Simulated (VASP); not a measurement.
Input of a VASP 6.6.1 run:

Contents of POSCAR:

```
Au
1.0
   -1.6572690000      1.6572690000      1.7898505200
    1.6572690000     -1.6572690000      1.7898505200
    1.6572690000      1.6572690000     -1.7898505200
Au
1
Direct
    0.0000000000      0.0000000000      0.0000000000
```

File INCAR.step1:

```
PREC = Accurate ; ENCUT = 550
ISMEAR = 0 ; SIGMA = 0.15
LREAL = False ; LASPH = True
NELM = 200 ; ISPIN = 2
MAGMOM = 2 ; LMAXMIX = 4
NBANDS = 16 ; GGA = PE
ALGO = Normal ; EDIFF = 1E-5
LWAVE = True ; LCHARG = False
GGA_COMPAT = False
```

File INCAR.step2:

```
PREC = Accurate ; ENCUT = 550
EDIFF = 1E-6 ; ISMEAR = 0
SIGMA = 0.15 ; LREAL = False
LASPH = True ; NELM = 200
ALGO = Normal ; ISIF = 2
LWAVE = False ; LCHARG = True
ISPIN = 2 ; MAGMOM = 2
LORBIT = 11 ; LMAXMIX = 4
METAGGA = R2SCAN ; LMIXTAU = True
LELF = True ; LVHAR = True
NBANDS = 16 ; ISTART = 1
GGA_COMPAT = False
```

The input KPOINTS:

```
Automatic mesh
0
Gamma
  24 24 24
```

Potentials or basis: VASP PAW PBE potentials, release 64 (Au).

The run is started by

```sh
$ cat potpaw_PBE.64/Au/POTCAR > POTCAR
$ cp INCAR.step1 INCAR
$ mpirun -np 1 vasp_std > vasp.out
$ cp INCAR.step2 INCAR
$ mpirun -np 1 vasp_std > vasp.out
```

Question: What does it give for the net moment?

Answer: 0.00 μB per cell.

Question: Predict the pressure.

Answer: -11.9 GPa.

Stress tensor (GPa, compression positive):
```
-12.01   0.00   0.00
  0.00 -12.01   0.00
  0.00   0.00 -11.59
```

Caveat: the PAW data sets were made with another functional, which shifts forces and pressure a little.
